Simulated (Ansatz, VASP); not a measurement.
**In: VASP beside Ansatz**

```
In
1.0
     3.02332    0.00000    0.00000
     0.00000    3.02332    0.00000
     0.00000    0.00000    3.02332
In
1
Direct
  0.00000 0.00000 0.00000
```

Alike in both runs: task relaxation of cell and atoms; functional r2SCAN; k mesh 18 × 18 × 18; occupations gaussian, width 0.1 eV; no spin polarisation.

```csv
,VASP,Ansatz
version,VASP 6.6.1,Ansatz 0.2.0
potentials or method,"VASP PAW PBE potentials, release 64 (In_d), cutoff 600 eV","scalar-relativistic, plane waves, PAW"
valence electrons in the cell,13,13
```

```csv
,VASP,Ansatz,Ansatz less VASP
"gap on the k mesh at the Fermi level, each at its own relaxed structure (eV)",none,none,-
relaxed volume (Å³/atom),28.17,28.14,-0.033
relaxed length of the cell vector where the two differ most in proportion (Å),3.043,3.042,-0.0012
```

VASP's potentials were made for PBE, not for r2SCAN. A gap of «none» marks a metal or a gap that the smearing closes.
